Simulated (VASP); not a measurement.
Runs of VASP 6.6.1 on Ag. The structure is that of space group Fm-3m (No. 225), or close to it. The cells are those of the table. 

```tsv
task	level	potentials or basis	spin	cell	k mesh	cutoff (eV)	smearing	grid for exact exchange (PRECFOCK)	share of exact exchange	screening parameter	gap on the mesh (eV)	pressure (GPa)	moment (μB)
single point	HF	VASP PAW PBE potentials, release 64 (Ag)	off	a = 2.869 Å, angles 60.0°, 1 atom	6 × 6 × 6	520	fermi-dirac 0.05 eV	Normal	-	-	none	22.6	-
single point	LDA	VASP PAW LDA potentials, release 64 (Ag)	off	a = 2.889 Å, angles 60.0°, 1 atom	11 × 11 × 11	520	fermi-dirac 0.05 eV	-	-	-	none	-7.4	-
single point	LDA	VASP PAW LDA potentials, release 64 (Ag)	collinear, ferromagnetic start	a = 2.927 Å, angles 60.0°, 1 atom	11 × 11 × 11	520	fermi-dirac 0.025 eV	-	-	-	none	-10.8	0.00
single point	r2SCAN+D4	VASP PAW PBE potentials, release 64 (Ag)	off	a = 2.908 Å, angles 60.0°, 1 atom	11 × 11 × 11	520	fermi-dirac 0.05 eV	-	-	-	none	(a)	-
single point	PBE	VASP PAW PBE potentials, release 64 (Ag)	off	a = 2.910 Å, angles 60.0°, 1 atom	11 × 11 × 11	520	fermi-dirac 0.05 eV	-	-	-	none	1.9	-
single point	PBE	VASP PAW PBE potentials, release 64 (Ag)	off	a = 2.931 Å, angles 60.0°, 1 atom	11 × 11 × 11	520	fermi-dirac 0.05 eV	-	-	-	none	-0.1	-
single point	PBE	VASP PAW PBE potentials, release 64 (Ag)	off	a = 2.889 Å, angles 60.0°, 1 atom	11 × 11 × 11	520	gaussian 0.017 eV	-	-	-	none	4.2	-
single point	PBE	VASP PAW PBE potentials, release 64 (Ag)	off	a = 2.921, b = 2.865, c = 2.856 Å, angles 59.6, 61.0, 60.6°, 1 atom	8 × 8 × 8	520	fermi-dirac 0.03 eV	-	-	-	none	(b)	-
relaxation of cell and atoms	RPBE+D4	VASP PAW PBE potentials, release 64 (Ag)	off	relaxed from a = 2.889 Å, angles 60.0°, 1 atom	11 × 11 × 11	600	fermi-dirac 0.05 eV	-	-	-	none	0.0	-
single point	LDA	VASP PAW LDA potentials, release 64 (Ag)	collinear, ferromagnetic start	a = 2.908 Å, angles 60.0°, 1 atom	11 × 11 × 11	520	fermi-dirac 0.025 eV	-	-	-	none	-9.3	0.00
single point	RPBE	VASP PAW PBE potentials, release 64 (Ag)	off	a = 2.977 Å, angles 60.0°, 1 atom	11 × 11 × 11	520	fermi-dirac 0.05 eV	-	-	-	none	0.0	-
single point	PBE-based screened hybrid	VASP PAW PBE potentials, release 64 (Ag)	off	a = 2.908 Å, angles 60.0°, 1 atom	6 × 6 × 6	520	fermi-dirac 0.05 eV	Normal	0.25	0.3 1/Å	none	3.0	-
```

Q: Fill in the values left out.

A: (a) -2.3; (b) 5.3.

Caveats: some runs use coarse meshes; the PAW data sets were made with another functional, which shifts forces and pressure a little (some runs); pairwise dispersion overbinds metals, which lowers pressure and volume (some runs).

A k mesh can miss the band edges, and the runs leave out spin-orbit coupling on Ag.

A gap of «none» marks levels without a gap at the run's occupations.
